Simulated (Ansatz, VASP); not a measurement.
Au: VASP beside Ansatz

```xyz
2
Lattice="2.9397 0.0000 0.0000 -1.4699 2.5459 0.0000 0.0000 0.0000 4.7490" Properties=species:S:1:pos:R:3 pbc="T T T"
Au    0.0000    1.6973    3.5617
Au    1.4699    0.8486    1.1872
```

Alike in both runs: task single point; functional PBEsol; k mesh 24 × 24 × 12; occupations gaussian, width 0.15 eV; no spin polarisation.

|  | VASP | Ansatz |
| --- | --- | --- |
| version | VASP 6.6.1 | Ansatz 0.2.0 |
| potentials or method | VASP PAW PBE potentials, release 64 (Au), cutoff 520 eV | scalar-relativistic, plane waves, PAW |
| valence electrons in the cell | 22 | 38 |

|  | VASP | Ansatz | Ansatz less VASP |
| --- | --- | --- | --- |
| gap on the k mesh at the Fermi level (eV) | none | none | - |
| pressure (GPa) | -6.6 | -6.4 | +0.24 |
| traceless stress, the component that is largest in VASP (GPa) | 1.76 | 1.78 | +0.012 |

VASP's potentials were made for PBE, not for PBEsol. A gap of «none» marks a metal or a gap that the smearing closes. VASP's potentials hold 22 valence electrons a cell and Ansatz's 38, so a difference there can come from the potentials and not from the codes.

Neither program's run includes spin-orbit coupling.
